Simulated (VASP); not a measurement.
Write the native input for VASP 6.6.1 that does the following.

```
Task                            : G0W0 quasiparticle levels
Functional                      : LDA
Potentials or basis             : VASP PAW LDA potentials, release 64 (Ga_d_GW, P_GW)
Cutoff                          : 500 eV
k mesh                          : 4 × 4 × 4
Occupations                     : gaussian, width 0.01 eV
Spin                            : no spin polarisation
Dipole correction               : no
GW scheme                       : G0W0
GW iterations                   : 1
Cutoff of the response function : 80
Frequency points                : 48
Empty bands                     : 60
Further INCAR settings          : ALGO = EVGW0; EDIFF = 1e-08; NBANDS = 69
```

Crystal: GaP.

```
Ga P
1.0
     0.00000    2.72541    2.72541
     2.72541    0.00000    2.72541
     2.72541    2.72541    0.00000
Ga P
1 1
Direct
  0.00000 0.00000 0.00000
  0.25000 0.25000 0.25000
```

The input as run:

POSCAR

```
GaP
1.0
    0.0000000000      2.7254102088      2.7254102088
    2.7254102088      0.0000000000      2.7254102088
    2.7254102088      2.7254102088      0.0000000000
Ga P
1 1
Direct
    0.0000000000      0.0000000000      0.0000000000
    0.2500000000      0.2500000000      0.2500000000
```

INCAR.step1

```
  ALGO = Normal
  EDIFF = 1E-8
  ENCUT = 500
  ISMEAR = 0
  LASPH = True
  LCHARG = False
  LREAL = False
  LWAVE = True
  NELM = 100
  PREC = Accurate
  SIGMA = 0.01
```

INCAR.step2

```
  ALGO = Exact
  EDIFF = 1E-8
  ENCUT = 500
  ISMEAR = 0
  ISTART = 1
  LASPH = True
  LCHARG = False
  LOPTICS = True
  LREAL = False
  LWAVE = True
  NBANDS = 69
  NELM = 1
  PREC = Accurate
  SIGMA = 0.01
```

INCAR.step3

```
  ALGO = EVGW0
  EDIFF = 1E-8
  ENCUT = 500
  ENCUTGW = 80.0
  ISMEAR = 0
  ISTART = 1
  LASPH = True
  LCHARG = False
  LREAL = False
  LWAVE = False
  NBANDS = 69
  NBANDSGW = 17
  NELMGW = 1
  NOMEGA = 48
  PREC = Accurate
  PRECFOCK = Fast
  SIGMA = 0.01
```

KPOINTS

```
k-points
0
Gamma
  4 4 4
```

Potentials or basis: VASP PAW LDA potentials, release 64 (Ga_d_GW, P_GW).

Command:

```console
$ cat potpaw_LDA.64/Ga_d_GW/POTCAR potpaw_LDA.64/P_GW/POTCAR > POTCAR
$ cp INCAR.step1 INCAR
$ mpirun -np 1 vasp_std > vasp.out
$ cp INCAR.step2 INCAR
$ mpirun -np 1 vasp_std > vasp.out
$ cp INCAR.step3 INCAR
$ mpirun -np 1 vasp_std > vasp.out
```

It gave:

```yaml
Quasiparticle_gap: 1.92 eV
Least_direct_quasiparticle_gap: 2.64 eV
Band_gap_of_the_starting_levels_on_the_mesh: 1.46 eV
Least_direct_gap_of_the_starting_levels_on_the_mesh: 1.62 eV
```

Caveat: the k points lie up to 0.50 Å⁻¹ apart; bands, screening cutoff and mesh are small and nothing is extrapolated, so the quasiparticle values aren't converged.

Run time: 2.8 min on 1 thread of Intel Xeon 8259CL, on a shared host, peak memory 0.38 GiB.
